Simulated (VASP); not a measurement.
# ZnS (F-43m) in VASP: vibrations by perturbation theory with PBEsol

Aim: the vibrations by perturbation theory of ZnS with PBEsol.

Everything below comes from runs of VASP 6.6.1. Logs are shortened: lines on timing, memory, paths and dates and some standing lists are left out, and cuts for length are marked.

**1. The cell of the first run**

It takes space group F-43m (No. 216, cubic). Conventional cell: a = 5.356 Å, b = 5.356 Å, c = 5.356 Å, α = 90.00°, β = 90.00°, γ = 90.00°. Within 3.1 Å of Zn (site symmetry -43m) lie 4 S at 2.32 Å. S (site symmetry -43m) has 4 Zn at 2.32 Å within 3.1 Å.

**2. Vibrations by perturbation theory, PBEsol**

File INCAR:

```
PREC     = Accurate       # precision mode
ENCUT    = 520            # plane-wave cutoff, eV
EDIFF    = 1E-8           # SCF threshold, eV
ISMEAR   = 0              # smearing method
SIGMA    = 0.01           # smearing width, eV
LREAL    = F              # projectors in reciprocal space
LASPH    = T              # aspherical terms in the spheres
NELM     = 60             # most SCF steps
ALGO     = Normal         # electronic algorithm
ISIF     = 2              # what is computed and relaxed
LWAVE    = F              # write WAVECAR
LCHARG   = F              # write CHGCAR
GGA      = PS             # functional
NBANDS   = 16             # bands
IBRION   = 8              # ionic algorithm
NSW      = 1              # ionic steps
```

File KPOINTS:

```
Automatic mesh
0
Gamma
  8 8 8
```

File POSCAR:

```
ZnS
1.0
    0.0000000000      2.6777695933      2.6777695933
    2.6777695933      0.0000000000      2.6777695933
    2.6777695933      2.6777695933      0.0000000000
Zn S
1 1
Direct
    0.7500000000      0.7500000000      0.7500000000
    0.0000000000      0.0000000000      0.0000000000
```

Potentials or basis: VASP PAW PBE potentials, release 64 (Zn, S).

On the command line:

```console
$ cat potpaw_PBE.64/Zn/POTCAR potpaw_PBE.64/S/POTCAR > POTCAR
$ mpirun -np 1 vasp_std > vasp.out
```

OUTCAR:

```text
PREC = Accurate
   ENCUT = 520
   EDIFF = 1E-8
   ISMEAR = 0
   LREAL = F
   LASPH = T
   NELM = 60
   ISIF = 2
   GGA = PS
   IBRION = 8
   NSW = 1

 ion  position               nearest neighbor table
   1  0.750  0.750  0.750-   2 2.32   2 2.32   2 2.32   2 2.32
   2  0.000  0.000  0.000-   1 2.32   1 2.32   1 2.32   1 2.32

  LATTYP: Found a face centered cubic cell.
 ALAT       =     5.3555391866

  Lattice vectors:

 A1 = (   0.0000000000,   2.6777695933,   2.6777695933)
 A2 = (   2.6777695933,   0.0000000000,   2.6777695933)
 A3 = (   2.6777695933,   2.6777695933,   0.0000000000)

Analysis of symmetry for initial positions (statically):
=====================================================================
 Subroutine PRICEL returns:
 Original cell was already a primitive cell.

 Routine SETGRP: Setting up the symmetry group for a
 face centered cubic supercell.

 Subroutine GETGRP returns: Found 24 space group operations
 (whereof 24 operations were pure point group operations)
 out of a pool of 48 trial point group operations.

The static configuration has the point symmetry T_d .

Analysis of symmetry for dynamics (positions and initial velocities):
=====================================================================
 Subroutine PRICEL returns:
 Original cell was already a primitive cell.

 Routine SETGRP: Setting up the symmetry group for a
 face centered cubic supercell.

 Subroutine GETGRP returns: Found 24 space group operations
 (whereof 24 operations were pure point group operations)
 out of a pool of 48 trial point group operations.

The dynamic configuration has the point symmetry T_d .

 Subroutine INISYM returns: Found 24 space group operations
 (whereof 24 operations are pure point group operations),
 and found     1 'primitive' translations

----------------------------------------------------------------------------------------

                                     Primitive cell

[... 614 lines left out ...]

 VOLUME and BASIS-vectors are now :
 -----------------------------------------------------------------------------
  energy-cutoff  :      520.00
  volume of cell :       38.40
      direct lattice vectors                 reciprocal lattice vectors
     0.000000000  2.677769593  2.677769593    -0.186722562  0.186722562  0.186722562
     2.677769593  0.000000000  2.677769593     0.186722562 -0.186722562  0.186722562
     2.677769593  2.677769593  0.000000000     0.186722562  0.186722562 -0.186722562

 POSITION                                       TOTAL-FORCE (eV/Angst)
 -----------------------------------------------------------------------------------
      4.01665      4.01665      4.01665         0.000000      0.000000      0.000000
      0.00000      0.00000      0.00000        -0.000000     -0.000000     -0.000000
 -----------------------------------------------------------------------------------
    total drift:                                0.000002      0.000002      0.000002

  FREE ENERGIE OF THE ION-ELECTRON SYSTEM (eV)
  ---------------------------------------------------
  free  energy   TOTEN  =        -7.5885741637 eV

  energy  without entropy=       -7.5885741637  energy(sigma->0) =       -7.58857416

[... ionic steps 2 to 3 ...]

--------------------------------------- Ionic step        4  -------------------------------------------

------------------------ aborting loop because EDIFF is reached ----------------------------------------

[... ionic steps 5 to 6 ...]

--------------------------------------- Ionic step        7  -------------------------------------------

 Free energy of the ion-electron system (eV)
  ---------------------------------------------------
  ---------------------------------------------------
  free energy    TOTEN  =        -0.10482608 eV

  energy without entropy =       -0.10482608

------------------------ aborting loop because EDIFF is reached ----------------------------------------

 INTERNAL STRAIN TENSOR  FOR ION    2  DIRECTION 1   (eV/Angst):
 -----------------------------------------------------------------------------
     0.00883  0.00000  0.00000
     0.00000  0.00336 -5.98989
     0.00000 -5.98989  0.00336

 INTERNAL STRAIN TENSOR FOR ION    2 for displacements in x,y,z  (eV/Angst):
          X           Y           Z          XY          YZ          ZX
  --------------------------------------------------------------------------------
  x     0.00000     0.00000     0.00000     0.00000    -5.98989     0.00000
  y     0.00000    -0.00000     0.00000     0.00000     0.00000    -5.98989
  z     0.00000     0.00000     0.00000    -5.98989     0.00000     0.00000

 SECOND DERIVATIVES (NOT SYMMETRIZED)
 ------------------------------------
               1X          1Y          1Z          2X          2Y          2Z
  1X    -6.224714    0.000000    0.000000    6.224714    0.000000    0.000000
  1Y     0.000000   -6.224714    0.000000    0.000000    6.224714    0.000000
  1Z     0.000000    0.000000   -6.224714    0.000000    0.000000    6.224714
  2X     6.190543    0.000000    0.000000   -6.190543    0.000000    0.000000
  2Y     0.000000    6.190543    0.000000    0.000000   -6.190543    0.000000
  2Z     0.000000    0.000000    6.190543    0.000000    0.000000   -6.190543

 Eigenvectors and eigenvalues of the dynamical matrix
 ----------------------------------------------------

   1 f  =    8.393357 THz    52.737019 2PiTHz  279.972259 cm-1    34.712121 meV
             X         Y         Z           dx          dy          dz
      4.016654  4.016654  4.016654    -0.574672    0.000000    0.000000
      0.000000  0.000000  0.000000     0.818384    0.000000    0.000000
[... 21 lines left out ...]
   6 f/i=    0.010865 THz     0.068265 2PiTHz    0.362406 cm-1     0.044933 meV
             X         Y         Z           dx          dy          dz
      4.016654  4.016654  4.016654    -0.818384    0.000000    0.000000
      0.000000  0.000000  0.000000    -0.574672    0.000000    0.000000

--------------------------------------------------------------------------------------------------------

 ELASTIC MODULI CONTR FROM IONIC RELAXATION (kBar)
 Direction    XX          YY          ZZ          XY          YZ          ZX
 --------------------------------------------------------------------------------
 XX          -0.0000      0.0000      0.0000     -0.0000      0.0000      0.0000
 YY           0.0000     -0.0000     -0.0000      0.0000     -0.0000     -0.0000
 ZZ           0.0000     -0.0000     -0.0000      0.0000     -0.0000     -0.0000
 XY          -0.0000      0.0000      0.0000   -240.8241      0.0000      0.0000
 YZ           0.0000     -0.0000     -0.0000      0.0000   -240.8241     -0.0000
 ZX           0.0000     -0.0000     -0.0000      0.0000     -0.0000   -240.8241
 --------------------------------------------------------------------------------
```

stdout:

```text
POSCAR found type information on POSCAR ZnS
 POSCAR found :  2 types and       2 ions
 scaLAPACK will be used
 -----------------------------------------------------------------------------
|                                                                             |
|                                                                             |
|     You enforced a specific xc type in the INCAR file but a different       |
|     I HOPE YOU KNOW WHAT YOU ARE DOING!                                     |
|                                                                             |
 -----------------------------------------------------------------------------

 LDA part: xc-table for (Slater+PW92), standard interpolation
 POSCAR, INCAR and KPOINTS ok, starting setup
 FFT: planning ... GRIDC
 FFT: planning ... GRID_SOFT
 FFT: planning ... GRID
 WAVECAR not read
 entering main loop
 Linear response reoptimize wavefunctions to high precision
 Linear response DOF=           2
 Linear response progress:
 first order change of Fermi-energy   0.46489E-02
 force on displaced ion       1 direction 1 :  -6.225   0.000   0.000
 Linear response progress:
 first order change of Fermi-energy  -0.42733E-02
 force on displaced ion       2 direction 1 :  -6.191  -0.000  -0.000
 Linear response finished
```

Wall time 1.9 min (1 thread of AMD EPYC 7R13, shared host); peak memory 0.28 GiB.

What came out:

```
Highest phonon frequency at Γ, LO-TO splitting left out : 280 cm⁻¹
```

Phonon frequencies in cm⁻¹ (negative: imaginary):
| q point | frequencies |
| --- | --- |
| (0.000, 0.000, 0.000) | 0 0 0 280 280 280 |
